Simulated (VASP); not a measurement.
# PbS (Cmcm) in VASP: a series of runs, part 2 of 2

VASP 6.6.1.

## (3) Single point, revPBE+D4

This run uses another cell than the first one, of 25.44 Å³/atom, 1.014 times its volume.

Input file INCAR:

```
SYSTEM = PbS
ALGO = Normal ; EDIFF = 1E-6
ENCUT = 520 ; GGA = RE
ISIF = 2 ; ISMEAR = -1
IVDW = 13 ; LASPH = .TRUE.
LCHARG = .FALSE. ; LREAL = .FALSE.
LWAVE = .FALSE. ; NBANDS = 28
NELM = 100 ; PREC = Accurate
SIGMA = 0.05
```

Input file KPOINTS:

```
k-points
0
G
  7 7 6
  0 0 0
```

Input file POSCAR:

```
PbS
1.0
    2.0524191465     -5.7889866882      0.0000000000
    2.0524191465      5.7889866882      0.0000000000
    0.0000000000      0.0000000000      4.2819635823
Pb S
2 2
Direct
    0.1262557395      0.8737442605      0.2500000000
    0.8737442605      0.1262557395      0.7500000000
    0.3597949285      0.6402050715      0.2500000000
    0.6402050715      0.3597949285      0.7500000000
```

Potentials or basis: VASP PAW PBE potentials, release 64 (Pb_d, S).

Run with:

```bash
$ cat potpaw_PBE.64/Pb_d/POTCAR potpaw_PBE.64/S/POTCAR > POTCAR
$ mpirun -np 1 vasp_std > vasp.out
```

OUTCAR:

```text
SYSTEM = PbS
   EDIFF = 1E-6
   ENCUT = 520
   GGA = RE
   ISIF = 2
   ISMEAR = -1
   IVDW = 13
   LASPH = .TRUE.
   LREAL = .FALSE.
   NELM = 100
   PREC = Accurate

 ion  position               nearest neighbor table
   1  0.126  0.874  0.250-   3 2.70   4 2.97   4 2.97   4 2.97   4 2.97   2 3.62   2 3.62   2 4.12
                             2 4.12   2 4.12   2 4.12
   2  0.874  0.126  0.750-   4 2.70   3 2.97   3 2.97   3 2.97   3 2.97   1 3.62   1 3.62   1 4.12
                             1 4.12   1 4.12   1 4.12
   3  0.360  0.640  0.250-   1 2.70   2 2.97   2 2.97   2 2.97   2 2.97
   4  0.640  0.360  0.750-   2 2.70   1 2.97   1 2.97   1 2.97   1 2.97

  LATTYP: Found a base centered orthorhombic cell.
 ALAT       =     4.1048382930
 B/A-ratio  =     2.8205674743
 C/A-ratio  =     1.0431503696

  Lattice vectors:

 A1 = (   2.0524191465,  -5.7889866882,   0.0000000000)
 A2 = (   2.0524191465,   5.7889866882,   0.0000000000)
 A3 = (   0.0000000000,   0.0000000000,   4.2819635823)

Analysis of symmetry for initial positions (statically):
=====================================================================
 Subroutine PRICEL returns:
 Original cell was already a primitive cell.

 Routine SETGRP: Setting up the symmetry group for a
 base centered orthorhombic supercell.

 Subroutine GETGRP returns: Found  8 space group operations
 (whereof  4 operations were pure point group operations)
 out of a pool of  8 trial point group operations.

The static configuration has the point symmetry C_2h.
 The point group associated with its full space group is D_2h.

Analysis of symmetry for dynamics (positions and initial velocities):
=====================================================================
 Subroutine PRICEL returns:
 Original cell was already a primitive cell.

 Routine SETGRP: Setting up the symmetry group for a
 base centered orthorhombic supercell.

 Subroutine GETGRP returns: Found  8 space group operations
 (whereof  4 operations were pure point group operations)
 out of a pool of  8 trial point group operations.

The dynamic configuration has the point symmetry C_2h.
 The point group associated with its full space group is D_2h.

 Subroutine INISYM returns: Found  8 space group operations
 (whereof  4 operations are pure point group operations),
 and found     1 'primitive' translations

----------------------------------------------------------------------------------------

                                     Primitive cell

  volume of cell :     101.7517

  direct lattice vectors                    reciprocal lattice vectors
     2.052419147 -5.788986688  0.000000000     0.243614956 -0.086370902  0.000000000
     2.052419147  5.788986688  0.000000000     0.243614956  0.086370902  0.000000000
     0.000000000  0.000000000  4.281963582     0.000000000  0.000000000  0.233537717

  length of vectors
     6.142051060  6.142051060  4.281963582     0.258472783  0.258472783  0.233537717

  position of ions in fractional coordinates (direct lattice)
     0.126255740  0.873744260  0.250000000
     0.873744260  0.126255740  0.750000000
     0.359794929  0.640205071  0.250000000
     0.640205071  0.359794929  0.750000000

  ion indices of the primitive-cell ions
   primitive index   ion index
                 1           1
[... 27 lines left out ...]

 Found     64 irreducible k-points:

 Following reciprocal coordinates:
            Coordinates               Weight
  0.000000  0.000000  0.000000      1.000000
  0.142857 -0.000000  0.000000      4.000000
  0.285714  0.000000  0.000000      4.000000
  0.428571 -0.000000  0.000000      4.000000
  0.142857  0.142857  0.000000      2.000000
  0.285714  0.142857  0.000000      4.000000
[... 16 lines left out ...]
  0.428571  0.142857  0.166667      8.000000
 -0.428571  0.142857  0.166667      8.000000
 [... further k-points ...]
   k-points           NKPTS =     64   k-points in BZ     NKDIM =     64   number of bands    NBANDS=     28
   number of dos      NEDOS =    301   number of ions     NIONS =      4
   total plane-waves  NPLWV =  73728
   dimension x,y,z NGX =    48 NGY =   48 NGZ =   32
   dimension x,y,z NGXF=    96 NGYF=   96 NGZF=   64
   ions per type =               2   2
   NGX,Y,Z   is equivalent  to a cutoff of  12.99, 12.99, 12.42 a.u.
   NGXF,Y,Z  is equivalent  to a cutoff of  25.98, 25.98, 24.85 a.u.
 SYSTEM =  PbS
   PREC   = accura    normal or accurate (medium, high low for compatibility)
   ISTART =      0    job   : 0-new  1-cont  2-samecut
   ICHARG =      2    charge: 1-file 2-atom 10-const
   ISPIN  =      1    spin polarized calculation?
   LNONCOLLINEAR =      F non collinear calculations
   LSORBIT =      F    spin-orbit coupling
   LASPH  =      T    aspherical Exc in radial PAW
   ENCUT  =  520.0 eV  38.22 Ry    6.18 a.u.  11.42 11.42  7.96*2*pi/ulx,y,z
   NELM   =    100;   NELMIN=  2; NELMDL= -5     # of ELM steps
   EDIFF  = 0.1E-05   stopping-criterion for ELM
   LREAL  =      F    real-space projection
   EDIFFG = 0.1E-04   stopping-criterion for IOM
   NSW    =      0    number of steps for IOM
   IBRION =     -1    ionic relax: 0-MD 1-quasi-New 2-CG
   NFREE  =      0    steps in history (QN), initial steepest desc. (CG)
   ISIF   =      2    stress and relaxation
   ISYM   =      2    0-nonsym 1-usesym 2-fastsym
   POTIM  = 0.5000    time-step for ionic-motion
   TEBEG  =    0.0;   TEEND  =   0.0 temperature during run
   PSTRESS=    0.0 pullay stress
   NELECT =      40.0000    total number of electrons
   NUPDOWN=      -1.0000    fix difference up-down
   EMIN   =  10.00;   EMAX   =-10.00  energy-range for DOS
   EFERMI =   0.00;   METHOD = LEGACY
   ISMEAR =    -1;   SIGMA  =   0.05  broadening in eV -4-tet -1-fermi 0-gaus
   EFERMI_NEDOS =   21; number of points for ismear=-14 and -15
   IALGO  =     38    algorithm
   IMIX   =      4    mixing-type and parameters
     AMIX     =   0.40;   BMIX     =  1.00
     AMIX_MAG =   1.60;   BMIX_MAG =  1.00
  volume/ion in A,a.u.               =      25.44       171.66
  Fermi-wavevector in a.u.,A,eV,Ry     =   1.199263  2.266278 19.568319  1.438231
  Thomas-Fermi vector in A             =   2.335130
   LORBIT       =      0    0 simple, 1 ext, 2 COOP (PROOUT), +10 PAW based schemes
   GGA     = RE    functional components
   LHFCALC =     F    Hartree Fock is set to
   AEXX    =    0.0000 exact exchange contribution
   IVDW    =    13    specifies the selected vdW correction
   LEPSILON=     F    determine dielectric tensor
   LRPA    =     F    only Hartree local field effects (RPA)
 non-spin polarized calculation
  energy-cutoff  :      520.00
  volume of cell :      101.75
 maximum number of plane-waves:      2770
 NGX is ok and might be reduce to    48
   NGX = 23   NGY = 23   NGZ = 15

 number of electron      40.0000006 magnetization

 Free energy of the ion-electron system (eV)
  ---------------------------------------------------
  ext. energy  EPLUGINS =         0.00000000
  ---------------------------------------------------
  free energy    TOTEN  =       -16.09694836 eV

  energy without entropy =      -16.09694821  energy(sigma->0) =      -16.09694829

 E-fermi :   6.1573     XC(G=0):  -9.7264

 val. band max:        5.4931372149   @ k =  -0.4286   0.4286   0.3333
 cond. band min:       6.7822560046   @ k =   0.4286   0.4286   0.0000
 fundamental gap:      1.2891187897
 Fermi energy:         6.1573237712

 k-point     1 :       0.0000    0.0000    0.0000
  band No.  band energies     occupation
      1     -10.9660      2.00000
      2     -10.8748      2.00000
      3     -10.8720      2.00000
      4     -10.8485      2.00000
      5     -10.8007      2.00000
      6     -10.7996      2.00000
[... 733 lines left out ...]
     27      13.2616      0.00000
     28      13.8316      0.00000

 [... further k-points ...]

------------------------ aborting loop because EDIFF is reached ----------------------------------------

  DFT-D4 for vdW energy calculation

  Edisp (eV):   -2.52145

  FORCE on cell =-STRESS in cart. coord.  units (eV):
  Direction    XX          YY          ZZ          XY          YZ          ZX
  --------------------------------------------------------------------------------------
  -------------------------------------------------------------------------------------
  Total      -0.05165    -0.06134    -0.04955     0.00000     0.00000     0.00000
  in kB      -0.81330    -0.96591    -0.78027     0.00000     0.00000     0.00000
  external pressure =       -0.85 kB  Pullay stress =        0.00 kB

 VOLUME and BASIS-vectors are now :
 -----------------------------------------------------------------------------
  energy-cutoff  :      520.00
  volume of cell :      101.75
      direct lattice vectors                 reciprocal lattice vectors
     2.052419147 -5.788986688  0.000000000     0.243614956 -0.086370902  0.000000000
     2.052419147  5.788986688  0.000000000     0.243614956  0.086370902  0.000000000
     0.000000000  0.000000000  4.281963582     0.000000000  0.000000000  0.233537717

 POSITION                                       TOTAL-FORCE (eV/Angst)
 -----------------------------------------------------------------------------------
      2.05242      4.32720      1.07049         0.000000     -0.006199      0.000000
      2.05242     -4.32720      3.21147         0.000000      0.006199      0.000000
      2.05242      1.62329      1.07049         0.000000      0.000004     -0.000000
      2.05242     -1.62329      3.21147         0.000000     -0.000004     -0.000000
 -----------------------------------------------------------------------------------
    total drift:                               -0.000000     -0.000000      0.000000

  FREE ENERGIE OF THE ION-ELECTRON SYSTEM (eV)
  ---------------------------------------------------
  free  energy   TOTEN  =       -18.6183993316 eV

  energy  without entropy=      -18.6183991777  energy(sigma->0) =      -18.61839925
```

Wall time 2.4 min (1 thread of AMD EPYC 9R45 (Zen 5), shared host); peak memory 0.31 GiB.

What came out:

| Item | Value |
| --- | --- |
| Free energy | -18.6184 eV |
| Pressure | -0.1 GPa |
| Largest force | 0.006 eV/Å |
| Band gap on the k mesh | 1.29 eV, indirect (least direct gap 1.37 eV) |
| Dispersion energy per atom | -0.630 eV |

Forces on the atoms (eV/Å):
```
Pb   0.000 -0.006  0.000
Pb   0.000  0.006  0.000
S    0.000  0.000  0.000
S    0.000  0.000  0.000
```

Levels at points of the mesh, in eV from the valence-band top:
```
           k point  band 18  band 19  band 20  band 21  band 22  band 23
(0.00, 0.00, 0.00)    -1.76    -1.53    -0.61     4.64     4.80     5.03
(0.00, 0.00, 0.50)    -1.11    -0.01    -0.01     1.87     1.87     2.83
```

Caveat: the PAW data sets were made with another functional, which shifts forces and pressure a little; spin-orbit coupling is left out, which moves the levels of the heavy elements. A k mesh can miss the band edges.

## (4) Single point, RPBE

This run uses another cell than the first one, of 37.88 Å³/atom, 1.510 times its volume.

Input file INCAR:

```
SYSTEM = PbS
ALGO     = Normal         ! electronic algorithm
EDIFF    = 1E-6           ! SCF threshold, eV
ENCUT    = 520            ! plane-wave cutoff, eV
GGA      = RP             ! functional
ISIF     = 2              ! what is computed and relaxed
ISMEAR   = -1             ! smearing method
LASPH    = .TRUE.         ! aspherical terms in the spheres
LCHARG   = .FALSE.        ! write CHGCAR
LREAL    = .FALSE.        ! projectors in reciprocal space
LWAVE    = .FALSE.        ! write WAVECAR
NBANDS   = 28             ! bands
NELM     = 100            ! most SCF steps
PREC     = Accurate       ! precision mode
SIGMA    = 0.05           ! smearing width, eV
```

KPOINTS is that of step 3.

Input file POSCAR:

```
PbS
1.0
    2.1519250811     -8.1658820592      0.0000000000
    2.1519250811      8.1658820592      0.0000000000
    0.0000000000      0.0000000000      4.3115104322
Pb S
2 2
Direct
    0.1640190059      0.8359809941      0.2500000000
    0.8359809941      0.1640190059      0.7500000000
    0.3296829241      0.6703170759      0.2500000000
    0.6703170759      0.3296829241      0.7500000000
```

Potentials or basis: VASP PAW PBE potentials, release 64 (Pb_d, S).

Run with:

```bash
$ cat potpaw_PBE.64/Pb_d/POTCAR potpaw_PBE.64/S/POTCAR > POTCAR
$ mpirun -np 1 vasp_std > vasp.out
```

OUTCAR:

```text
SYSTEM = PbS
   EDIFF = 1E-6
   ENCUT = 520
   GGA = RP
   ISIF = 2
   ISMEAR = -1
   LASPH = .TRUE.
   LREAL = .FALSE.
   NELM = 100
   PREC = Accurate

 ion  position               nearest neighbor table
   1  0.164  0.836  0.250-   3 2.71   4 3.05   4 3.05   4 3.05   4 3.05
   2  0.836  0.164  0.750-   4 2.71   3 3.05   3 3.05   3 3.05   3 3.05
   3  0.330  0.670  0.250-   1 2.71   2 3.05   2 3.05   2 3.05   2 3.05
   4  0.670  0.330  0.750-   2 2.71   1 3.05   1 3.05   1 3.05   1 3.05

  LATTYP: Found a base centered orthorhombic cell.
 ALAT       =     4.3038501622
 B/A-ratio  =     3.7946869670
 C/A-ratio  =     1.0017798645
[... 944 lines left out ...]
  -------------------------------------------------------------------------------------
  Total       -0.0531621     -0.0594379     -0.0547645      0.0000000      0.0000000      0.0000000
  in kB       -0.5621121     -0.6284697     -0.5790549      0.0000000      0.0000000      0.0000000
  external PRESSURE =      -0.5898789 kB  Pullay stress =       0.0000000 kB

 VOLUME and BASIS-vectors are now :
 -----------------------------------------------------------------------------
  energy-cutoff  :      520.00
  volume of cell :      151.53
      direct lattice vectors                 reciprocal lattice vectors
     2.151925081 -8.165882059  0.000000000     0.232350096 -0.061230372  0.000000000
     2.151925081  8.165882059  0.000000000     0.232350096  0.061230372  0.000000000
     0.000000000  0.000000000  4.311510432     0.000000000  0.000000000  0.231937279

 POSITION                                       TOTAL-FORCE (eV/Angst)
 -----------------------------------------------------------------------------------
      2.15193      5.48716      1.07788         0.000000     -0.006030     -0.000000
      2.15193     -5.48716      3.23363         0.000000      0.006030     -0.000000
      2.15193      2.78158      1.07788         0.000000     -0.002444      0.000000
      2.15193     -2.78158      3.23363         0.000000      0.002444      0.000000
 -----------------------------------------------------------------------------------
    total drift:                               -0.000000      0.000000     -0.000000

  FREE ENERGIE OF THE ION-ELECTRON SYSTEM (eV)
  ---------------------------------------------------
  free  energy   TOTEN  =       -16.1717451587 eV

  energy  without entropy=      -16.1717451545  energy(sigma->0) =      -16.17174516
```

OSZICAR:

```text
N       E                     dE             d eps       ncg     rms          rms(c)
DAV:   1     0.415400124311E+03    0.41540E+03   -0.18326E+04  3584   0.139E+03
DAV:   2     0.333970679919E+02   -0.38200E+03   -0.37026E+03  3716   0.373E+02
DAV:   3    -0.150342751722E+02   -0.48431E+02   -0.47518E+02  4680   0.153E+02
DAV:   4    -0.173796139041E+02   -0.23453E+01   -0.23350E+01  4152   0.385E+01
DAV:   5    -0.174830327289E+02   -0.10342E+00   -0.10338E+00  4744   0.820E+00    0.701E+00
DAV:   6    -0.161636802172E+02    0.13194E+01   -0.32276E+00  4964   0.103E+01    0.471E+00
DAV:   7    -0.161665009575E+02   -0.28207E-02   -0.59979E-01  3924   0.313E+00    0.316E+00
DAV:   8    -0.161799518865E+02   -0.13451E-01   -0.12593E-01  4268   0.286E+00    0.142E+00
DAV:   9    -0.161720356997E+02    0.79162E-02   -0.28171E-02  5008   0.136E+00    0.349E-01
DAV:  10    -0.161724557913E+02   -0.42009E-03   -0.43808E-03  4032   0.321E-01    0.980E-02
DAV:  11    -0.161717908533E+02    0.66494E-03   -0.19026E-03  3764   0.253E-01    0.640E-02
DAV:  12    -0.161718066239E+02   -0.15771E-04   -0.21926E-04  4612   0.916E-02    0.888E-02
DAV:  13    -0.161717512704E+02    0.55354E-04   -0.68889E-05  3988   0.610E-02    0.409E-02
DAV:  14    -0.161717467455E+02    0.45249E-05   -0.20793E-05  3984   0.300E-02    0.325E-03
DAV:  15    -0.161717450208E+02    0.17247E-05   -0.46744E-06  3296   0.127E-02    0.364E-03
DAV:  16    -0.161717451587E+02   -0.13793E-06   -0.43216E-07  2860   0.503E-03
   1 F= -.16171745E+02 E0= -.16171745E+02  d E =-.424091E-08
```

It took 4.8 min on 1 thread of AMD EPYC 9R45 (Zen 5), shared host; peak memory 0.46 GiB.

Results:

```
Free energy            : -16.1717 eV
Pressure               : -0.1 GPa
Largest force          : 0.006 eV/Å
Band gap on the k mesh : 1.73 eV, indirect (least direct gap 1.75 eV)
```

Forces on the atoms (eV/Å):
```
Pb   0.000 -0.006  0.000
Pb   0.000  0.006  0.000
S    0.000 -0.002  0.000
S    0.000  0.002  0.000
```

Levels at points of the mesh, in eV from the valence-band top:
| k point | band 16 | band 17 | band 18 | band 19 | band 20 | band 21 | band 22 | band 23 | band 24 | band 25 |
| --- | --- | --- | --- | --- | --- | --- | --- | --- | --- | --- |
| (0.00, 0.00, 0.00) | -2.34 | -2.32 | -1.30 | -1.29 | -0.33 | 3.08 | 4.10 | 5.08 | 5.12 | 5.19 |
| (0.00, 0.00, 0.50) | -1.75 | -1.00 | -1.00 | -0.18 | -0.18 | 1.97 | 1.97 | 2.98 | 2.98 | 3.77 |

Caveat: the PAW data sets were made with another functional, which shifts forces and pressure a little; spin-orbit coupling is left out, which moves the levels of the heavy elements.

## (5) Single point, RPBE

This run uses another cell than the first one, of 26.13 Å³/atom, 1.042 times its volume.

Input file INCAR:

```
SYSTEM = PbS
  PREC = Accurate
  ENCUT = 520
  EDIFF = 1E-7
  ISMEAR = -1
  SIGMA = 0.05
  LREAL = .FALSE.
  LASPH = .TRUE.
  NELM = 60
  ALGO = Normal
  ISIF = 2
  LWAVE = .FALSE.
  LCHARG = .FALSE.
  GGA = RP
  NBANDS = 28
```

Input file KPOINTS:

```
Automatic mesh
0
G
  7 7 6
  0 0 0
```

Input file POSCAR:

```
PbS
1.0
    2.0659928603     -5.9510856073      0.0000000000
    2.0659928603      5.9510856073      0.0000000000
    0.0000000000      0.0000000000      4.2505997999
Pb S
2 2
Direct
    0.1305633500      0.8694366500      0.2500000000
    0.8694366500      0.1305633500      0.7500000000
    0.3547970900      0.6452029100      0.2500000000
    0.6452029100      0.3547970900      0.7500000000
```

Run with:

```bash
$ cat potpaw_PBE.64/Pb_d/POTCAR potpaw_PBE.64/S/POTCAR > POTCAR
$ mpirun -np 1 vasp_std > vasp.out
```

Wall time 2.5 min (1 thread of Intel Xeon 6975P-C, shared host); peak memory 0.35 GiB.

Results (log left out):

```yaml
Free_energy: -15.9653 eV
Pressure: 4.1 GPa
Largest_force: 0.225 eV/Å
Band_gap_on_the_k_mesh: 1.30 eV, indirect (least direct gap 1.53 eV)
```

Forces in eV/Å, atoms in the order of the input:
```
Pb   0.000  0.225  0.000
Pb   0.000 -0.225  0.000
S    0.000 -0.214  0.000
S    0.000  0.214  0.000
```

Stress tensor (GPa, compression positive):
```
4.01 0.00 0.00
0.00 4.32 0.00
0.00 0.00 3.98
```

Levels at points of the mesh, in eV from the valence-band top:
```csv
k point,band 17,band 18,band 19,band 20,band 21,band 22,band 23,band 24
"(0.00, 0.00, 0.00)",-2.41,-1.67,-1.50,-0.47,4.81,4.84,5.05,5.78
"(0.00, 0.00, 0.50)",-1.13,-1.13,-0.05,-0.05,1.94,1.94,2.89,2.89
```

Caveat: the PAW data sets were made with another functional, which shifts forces and pressure a little; spin-orbit coupling is left out, which moves the levels of the heavy elements. A k mesh can miss the band edges.

## (6) Summary

```tsv
level	cell	gap on the mesh (eV)	pressure (GPa)	largest force (eV/Å)
revPBE+D3(BJ)	a = 6.107, b = 6.107, c = 4.264 Å, angles 90.0, 90.0, 140.9°, 4 atoms	1.25	-0.1	0.01
revPBE+D4	a = 6.142, b = 6.142, c = 4.282 Å, angles 90.0, 90.0, 141.0°, 4 atoms	1.29	-0.1	0.01
RPBE	a = 8.445, b = 8.445, c = 4.312 Å, angles 90.0, 90.0, 150.5°, 4 atoms	1.73	-0.1	0.01
RPBE	a = 6.300, b = 6.300, c = 4.251 Å, angles 90.0, 90.0, 141.7°, 4 atoms	1.30	4.1	0.22
```

Alike in all rows: task single point; potentials or basis VASP PAW PBE potentials, release 64 (Pb_d, S); no spin polarisation; k mesh 7 × 7 × 6; cutoff (eV) 520; smearing fermi-dirac 0.05 eV.

Caveats: the PAW data sets were made with another functional, which shifts forces and pressure a little; spin-orbit coupling is left out, which moves the levels of the heavy elements.

Total energies depend on the potentials used, so only differences within one code and one set of settings carry meaning.
